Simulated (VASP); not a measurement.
A run of VASP 6.6.1 is set up as follows.

The input POSCAR:

```
CsBr
1.0
    4.2860000000      0.0000000000      0.0000000000
    0.0000000000      4.2860000000      0.0000000000
    0.0000000000      0.0000000000      4.2860000000
Cs Br
1 1
Direct
    0.0000000000      0.0000000000      0.0000000000
    0.5000000000      0.5000000000      0.5000000000
```

INCAR.step1

```
SYSTEM = CsBr
  ALGO = Normal
  EDIFF = 1E-5
  EDIFFG = -0.01
  ENCUT = 500
  GGA = PE
  GGA_COMPAT = .False.
  IBRION = 2
  ISMEAR = -1
  LASPH = .True.
  LCHARG = .False.
  LREAL = .False.
  LWAVE = .True.
  NELM = 120
  NELMIN = 4
  NSW = 100
  PREC = Accurate
  SIGMA = 0.03
```

File INCAR.step2:

```
SYSTEM = CsBr
  ALGO = Normal
  EDIFF = 1E-7
  EDIFFG = -0.01
  ENCUT = 500
  GGA_COMPAT = .False.
  IBRION = 2
  ISIF = 2
  ISMEAR = -1
  ISTART = 1
  LASPH = .True.
  LCHARG = .False.
  LMIXTAU = .True.
  LREAL = .False.
  LWAVE = .False.
  METAGGA = R2SCAN
  NELM = 120
  NELMIN = 4
  NSW = 50
  PREC = Accurate
  SIGMA = 0.03
```

The input KPOINTS:

```
k-points
0
Gamma
  7 7 7
  0 0 0
```

Potentials or basis: VASP PAW PBE potentials, release 64 (Cs_sv, Br).

Run with:

```bash
$ cat potpaw_PBE.64/Cs_sv/POTCAR potpaw_PBE.64/Br/POTCAR > POTCAR
$ cp INCAR.step1 INCAR
$ mpirun -np 1 vasp_std > vasp.out
$ cp INCAR.step2 INCAR
$ mpirun -np 1 vasp_std > vasp.out
```

(1) Predict the band gap on the k mesh.

## Answers

(1) 5.29 eV.

Caveat: the relaxation stopped at its first step, so nothing moved; spin-orbit coupling is left out, which moves the levels of the heavy elements; an odd mesh through Γ misses points on the zone boundary, where band edges can lie.
